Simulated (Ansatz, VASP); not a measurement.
## Two plane-wave programs on Zn

```
CELL_PARAMETERS angstrom
2.61873 0.00000 0.00000
-1.30936 2.26788 0.00000
0.00000 0.00000 4.83890
ATOMIC_POSITIONS crystal
Zn 0.33333 0.66667 0.25000
Zn 0.66667 0.33333 0.75000
```

Alike in both runs: task single point; functional r2SCAN; k mesh 14 × 14 × 7; occupations gaussian, width 0.3 eV; no spin polarisation.

|  | VASP | Ansatz |
| --- | --- | --- |
| version | VASP 6.6.1 | Ansatz 0.2.0 |
| potentials or method | VASP PAW PBE potentials, release 64 (Zn), cutoff 520 eV | plane waves (500 eV) with PAW, scalar-relativistic |
| valence electrons in the cell | 24 | 24 |

VASP gave:

- pressure (GPa): 0.6
- traceless stress, the component that is largest in VASP (GPa): -0.89

**Question.** Estimate Ansatz's values.

**Answer.** Pressure (GPa): 0.1; traceless stress, the component that is largest in VASP (GPa): -0.75.

VASP's potentials were made for PBE, not for r2SCAN.
